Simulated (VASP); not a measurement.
# V (Im-3m) in VASP: single point with LDA

Aim: the single point of V with LDA.

Everything below comes from runs of VASP 6.6.1. Logs are shortened: lines on timing, memory, paths and dates and some standing lists are left out, and cuts for length are marked.

## Step 1: The cell of the first run

Symmetry: Im-3m, No. 229, cubic system. Conventional cell: a = 3.020 Å, b = 3.020 Å, c = 3.020 Å, α = 90.00°, β = 90.00°, γ = 90.00°. Within 3.5 Å of V (site symmetry m-3m) lie 14 V at 2.62 to 3.02 Å.

## Step 2: Single point, LDA, collinear spin, ferromagnetic start

Contents of INCAR:

```
ALGO = Normal
EDIFF = 1E-6
ENCUT = 500
GGA_COMPAT = F
ISIF = 2
ISMEAR = -1
ISPIN = 2
ISYM = 0
LASPH = T
LCHARG = F
LMAXMIX = 4
LORBIT = 11
LREAL = F
LWAVE = F
MAGMOM = 2 2
NBANDS = 24
NELM = 200
PREC = Accurate
SIGMA = 0.1
```

Contents of KPOINTS:

```
k-points
0
Gamma
  11 7 13
```

Contents of POSCAR:

```
V
1.0
    0.0000000000      0.0000000000     -3.0203200000
    3.0203200000     -3.0203200000      0.0000000000
   -1.5101600000     -1.5101600000      1.5101600000
V
2
Direct
    0.0000000000      0.0000000000      0.0000000000
    0.5000000000      0.5000000000      0.0000000000
```

Potentials or basis: VASP PAW LDA potentials, release 64 (V_sv).

Command:

```console
cat potpaw_LDA.64/V_sv/POTCAR > POTCAR
mpirun -np 1 vasp_std > vasp.out
```

OUTCAR:

```text
EDIFF = 1E-6
   ENCUT = 500
   ISIF = 2
   ISMEAR = -1
   ISPIN = 2
   ISYM = 0
   LASPH = T
   LORBIT = 11
   LREAL = F
   NELM = 200
   PREC = Accurate

 ion  position               nearest neighbor table
   1  0.000  0.000  0.000-   2 2.62   2 2.62   2 2.62   2 2.62
   2  0.500  0.500  0.000-   1 2.62   1 2.62   1 2.62   1 2.62

IMPORTANT INFORMATION: All symmetrisations will be switched off!
NOSYMM: (Re-)initialisation of all symmetry stuff for point group C_1.

----------------------------------------------------------------------------------------

                                     Primitive cell

  volume of cell :      27.5524

  direct lattice vectors                    reciprocal lattice vectors
     0.000000000  0.000000000 -3.020320000    -0.165545373 -0.165545373 -0.331090745
     3.020320000 -3.020320000  0.000000000     0.165545373 -0.165545373  0.000000000
    -1.510160000 -1.510160000  1.510160000    -0.331090745 -0.331090745  0.000000000

  length of vectors
     3.020320000  4.271377507  2.615673848     0.405501692  0.234116511  0.468233022

  position of ions in fractional coordinates (direct lattice)
     0.000000000  0.000000000  0.000000000
     0.500000000  0.500000000  0.000000000

  ion indices of the primitive-cell ions
   primitive index   ion index
                 1           1
                 2           2

----------------------------------------------------------------------------------------

 KPOINTS: k-points

Automatic generation of k-mesh.
 Grid dimensions read from file:
 generate k-points for:   11    7   13

 Generating k-lattice:

  Cartesian coordinates                     Fractional coordinates (reciprocal lattice)
    -0.015049579 -0.015049579 -0.030099159     0.090909091  0.000000000  0.000000000
     0.023649339 -0.023649339  0.000000000     0.000000000  0.142857143  0.000000000
    -0.025468519 -0.025468519  0.000000000     0.000000000  0.000000000  0.076923077

  Length of vectors
     0.036863790  0.033445216  0.036017925

  Shift w.r.t. Gamma in fractional coordinates (k-lattice)
     0.000000000  0.000000000  0.000000000

 -----------------------------------------------------------------------------
|                                                                             |
|           W    W    AA    RRRRR   N    N  II  N    N   GGGG   !!!           |
|           W    W   A  A   R    R  NN   N  II  NN   N  G    G  !!!           |
|           W    W  A    A  R    R  N N  N  II  N N  N  G       !!!           |
|           W WW W  AAAAAA  RRRRR   N  N N  II  N  N N  G  GGG   !            |
|           WW  WW  A    A  R   R   N   NN  II  N   NN  G    G                |
|           W    W  A    A  R    R  N    N  II  N    N   GGGG   !!!           |
|                                                                             |
|     Your reciprocal lattice and k-lattice belong to different lattice       |
|     classes:                                                                |
|                                                                             |
|        The reciprocal lattice is base centered orthorhombic,                |
|        whereas your k-lattice is simple monoclinic.                         |
|                                                                             |
|     Results are often still useful ...                                      |
|                                                                             |
 -----------------------------------------------------------------------------

 WARNING: IBZKPT: internal override: KBLOWUP is changed to .FALSE.
      ... skipping the blow-up phase ...

 Subroutine IBZKPT returns following result:
 ===========================================

 Found    501 irreducible k-points:

 Following reciprocal coordinates:
            Coordinates               Weight
  0.000000  0.000000  0.000000      1.000000
  0.090909  0.000000  0.000000      2.000000
  0.181818  0.000000  0.000000      2.000000
  0.272727  0.000000  0.000000      2.000000
  0.363636  0.000000  0.000000      2.000000
  0.454545  0.000000  0.000000      2.000000
[... 16 lines left out ...]
  0.454545  0.285714 -0.000000      2.000000
 -0.454545  0.285714  0.000000      2.000000
 [... further k-points ...]
   k-points           NKPTS =    501   k-points in BZ     NKDIM =    501   number of bands    NBANDS=     24
   number of dos      NEDOS =    301   number of ions     NIONS =      2
   total plane-waves  NPLWV =  15360
   dimension x,y,z NGX =    24 NGY =   32 NGZ =   20
   dimension x,y,z NGXF=    48 NGYF=   64 NGZF=   40
   ions per type =               2
   NGX,Y,Z   is equivalent  to a cutoff of  13.21, 12.45, 12.71 a.u.
   NGXF,Y,Z  is equivalent  to a cutoff of  26.42, 24.91, 25.42 a.u.
 SYSTEM =  unknown system
   PREC   = accura    normal or accurate (medium, high low for compatibility)
   ISTART =      0    job   : 0-new  1-cont  2-samecut
   ICHARG =      2    charge: 1-file 2-atom 10-const
   ISPIN  =      2    spin polarized calculation?
   LNONCOLLINEAR =      F non collinear calculations
   LSORBIT =      F    spin-orbit coupling
   LASPH  =      T    aspherical Exc in radial PAW
   ENCUT  =  500.0 eV  36.75 Ry    6.06 a.u.   5.51  7.79  4.77*2*pi/ulx,y,z
   NELM   =    200;   NELMIN=  2; NELMDL= -5     # of ELM steps
   EDIFF  = 0.1E-05   stopping-criterion for ELM
   LREAL  =      F    real-space projection
   EDIFFG = 0.1E-04   stopping-criterion for IOM
   NSW    =      0    number of steps for IOM
   IBRION =     -1    ionic relax: 0-MD 1-quasi-New 2-CG
   NFREE  =      0    steps in history (QN), initial steepest desc. (CG)
   ISIF   =      2    stress and relaxation
   ISYM   =      0    0-nonsym 1-usesym 2-fastsym
   POTIM  = 0.5000    time-step for ionic-motion
   TEBEG  =    0.0;   TEEND  =   0.0 temperature during run
   PSTRESS=    0.0 pullay stress
   NELECT =      26.0000    total number of electrons
   NUPDOWN=      -1.0000    fix difference up-down
   EMIN   =  10.00;   EMAX   =-10.00  energy-range for DOS
   EFERMI =   0.00;   METHOD = LEGACY
   ISMEAR =    -1;   SIGMA  =   0.10  broadening in eV -4-tet -1-fermi 0-gaus
   EFERMI_NEDOS =   21; number of points for ismear=-14 and -15
   IALGO  =     38    algorithm
   IMIX   =      4    mixing-type and parameters
     AMIX     =   0.40;   BMIX     =  1.00
     AMIX_MAG =   1.60;   BMIX_MAG =  1.00
  volume/ion in A,a.u.               =      13.78        92.97
  Fermi-wavevector in a.u.,A,eV,Ry     =   1.605756  3.034440 35.081990  2.578454
  Thomas-Fermi vector in A             =   2.702052
   LORBIT       =     11    0 simple, 1 ext, 2 COOP (PROOUT), +10 PAW based schemes
   GGA     = CA    functional components
   LHFCALC =     F    Hartree Fock is set to
   AEXX    =    0.0000 exact exchange contribution
   IVDW    =     0    specifies the selected vdW correction
   LEPSILON=     F    determine dielectric tensor
   LRPA    =     F    only Hartree local field effects (RPA)
 spin polarized calculation
  energy-cutoff  :      500.00
  volume of cell :       27.55
 maximum number of plane-waves:       720
 NGX is ok and might be reduce to    24
   NGX = 11   NGY = 15   NGZ =  9

 number of electron      25.9999993 magnetization      -0.0101606

 number of electron      25.9999993 magnetization       0.0012124

 Free energy of the ion-electron system (eV)
  ---------------------------------------------------
  ext. energy  EPLUGINS =         0.00000000
  ---------------------------------------------------
  free energy    TOTEN  =       -19.82626131 eV

  energy without entropy =      -19.70939592  energy(sigma->0) =      -19.76782861

 E-fermi :   9.2215     XC(G=0): -13.1025

 val. band max:        9.2146408165   @ k =   0.0000   0.0000   0.3077
 cond. band min:       9.2223390081   @ k =  -0.1818  -0.1429   0.2308
 fundamental gap:      0.0076981916
 Fermi energy:         9.2214759349

 spin component 1

 k-point     1 :       0.0000    0.0000    0.0000
  band No.  band energies     occupation
      1     -53.7759      1.00000
      2     -53.5849      1.00000
      3     -28.3813      1.00000
      4     -27.7877      1.00000
      5     -27.5221      1.00000
      6     -27.5172      1.00000
[... 16 lines left out ...]
     23      28.4820      0.00000
     24      29.5757      0.00000

 k-point     2 :       0.0909    0.0000    0.0000
  band No.  band energies     occupation
      1     -53.7646      1.00000
      2     -53.5812      1.00000
      3     -28.3581      1.00000
      4     -27.8092      1.00000
      5     -27.5719      1.00000
      6     -27.5481      1.00000
[... 16 lines left out ...]
     23      27.5883      0.00000
     24      29.1299      0.00000
[... 565 lines left out ...]
     23      24.0516      0.00000
     24      25.0403      0.00000

 k-point    24 :      -0.4545    0.2857    0.0000
  band No.  band energies     occupation
      1     -53.5956      1.00000
      2     -53.5784      1.00000
      3     -28.3322      1.00000
      4     -28.3055      1.00000
      5     -27.8332      1.00000
      6     -27.7836      1.00000
[... 16 lines left out ...]
     23      24.0516      0.00000
     24      25.0403      0.00000

 [... further k-points ...]

 spin component 2

 k-point     1 :       0.0000    0.0000    0.0000
  band No.  band energies     occupation
      1     -53.7755      1.00000
      2     -53.5845      1.00000
      3     -28.3809      1.00000
      4     -27.7873      1.00000
      5     -27.5217      1.00000
      6     -27.5168      1.00000
[... 16 lines left out ...]
     23      28.4824      0.00000
     24      29.5757      0.00000

 k-point     2 :       0.0909    0.0000    0.0000
  band No.  band energies     occupation
      1     -53.7642      1.00000
      2     -53.5808      1.00000
      3     -28.3577      1.00000
      4     -27.8088      1.00000
      5     -27.5715      1.00000
      6     -27.5476      1.00000
[... 16 lines left out ...]
     23      27.5887      0.00000
     24      29.1303      0.00000
[... 565 lines left out ...]
     23      24.0520      0.00000
     24      25.0406      0.00000

 k-point    24 :      -0.4545    0.2857    0.0000
  band No.  band energies     occupation
      1     -53.5951      1.00000
      2     -53.5780      1.00000
      3     -28.3318      1.00000
      4     -28.3051      1.00000
      5     -27.8328      1.00000
      6     -27.7832      1.00000
[... 16 lines left out ...]
     23      24.0520      0.00000
     24      25.0406      0.00000

 [... further k-points ...]
[... 5 lines left out ...]
  --------------------------------------------------------------------------------------
  -------------------------------------------------------------------------------------
  Total       -2.7578206     -2.7578187     -2.7479856      0.0151109      0.0061028      0.0061075
  in kB     -160.3680003   -160.3678932   -159.7960966      0.8787039      0.3548776      0.3551539
  external PRESSURE =    -160.1773300 kB  Pullay stress =       0.0000000 kB

 VOLUME and BASIS-vectors are now :
 -----------------------------------------------------------------------------
  energy-cutoff  :      500.00
  volume of cell :       27.55
      direct lattice vectors                 reciprocal lattice vectors
     0.000000000  0.000000000 -3.020320000    -0.165545373 -0.165545373 -0.331090745
     3.020320000 -3.020320000  0.000000000     0.165545373 -0.165545373  0.000000000
    -1.510160000 -1.510160000  1.510160000    -0.331090745 -0.331090745  0.000000000

 POSITION                                       TOTAL-FORCE (eV/Angst)
 -----------------------------------------------------------------------------------
      0.00000      0.00000      0.00000         0.000000     -0.000000      0.000000
      1.51016     -1.51016     -1.51016        -0.000000      0.000000     -0.000000
 -----------------------------------------------------------------------------------
    total drift:                                0.000000      0.000000     -0.000000

  FREE ENERGIE OF THE ION-ELECTRON SYSTEM (eV)
  ---------------------------------------------------
  free  energy   TOTEN  =       -19.8262613053 eV

  energy  without entropy=      -19.7093959243  energy(sigma->0) =      -19.76782861

 total charge

# of ion       s       p       d       tot
------------------------------------------
    1        2.338   6.210   3.091  11.639
    2        2.338   6.210   3.091  11.639
--------------------------------------------------
tot          4.676  12.420   6.183  23.279

 magnetization (x)

# of ion       s       p       d       tot
------------------------------------------
    1        0.000   0.000   0.000   0.000
    2        0.000   0.000   0.000   0.000
--------------------------------------------------
tot          0.000   0.000   0.001   0.001
```

Run time: 12 min. Hardware: 1 thread of Intel Xeon 8259CL, shared host; peak memory 0.47 GiB.

What came out:

* Free energy: -19.8263 eV
* Pressure: -16.0 GPa
* Band gap on the k mesh: zero (filled and empty bands overlap)
* Net moment: 0.00 μB per cell
* Valence electrons inside the program's atomic spheres: V 11.64

Levels at points of the mesh, in eV from the Fermi level:
Spin up:
| k point | band 11 | band 12 | band 13 | band 14 | band 15 | band 16 |
| --- | --- | --- | --- | --- | --- | --- |
| (0.00, 0.00, 0.00) | -1.12 | 0.37 | 0.37 | 0.37 | 1.64 | 2.30 |
Spin down:
```tsv
k point	band 9	band 10	band 11	band 12	band 13	band 14	band 15	band 16	band 17	band 18
(0.00, 0.00, 0.00)	-6.48	-3.12	-1.12	0.37	0.37	0.37	1.64	2.30	2.30	2.31
```
